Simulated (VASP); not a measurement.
A run of VASP 6.6.1 is set up as follows.

The input INCAR:

```
ALGO = Normal
EDIFF = 1E-6
ENCUT = 520
GGA = PS
ISIF = 2
ISMEAR = 0
LASPH = T
LCHARG = T
LELF = T
LREAL = F
LVHAR = T
LWAVE = F
NBANDS = 12
NELM = 80
PREC = Accurate
SIGMA = 0.1
```

KPOINTS

```
k-points
0
Gamma
  26 26 26
```

POSCAR

```
Cu
1.0
    0.0000000000      1.7817987617      1.7817987617
    1.7817987617      0.0000000000      1.7817987617
    1.7817987617      1.7817987617      0.0000000000
Cu
1
Direct
    0.0030000000      0.0030000000      0.0030000000
```

Potentials or basis: VASP PAW PBE potentials, release 64 (Cu).

Command:

```bash
$ cat potpaw_PBE.64/Cu/POTCAR > POTCAR
$ mpirun -np 1 vasp_std > vasp.out
```

Estimate the pressure.

0.7 GPa.

Estimate the band gap on the k mesh.

zero (an odd number of electrons rules out a gap without spin polarisation).

Caveat: the PAW data sets were made with another functional, which shifts forces and pressure a little.
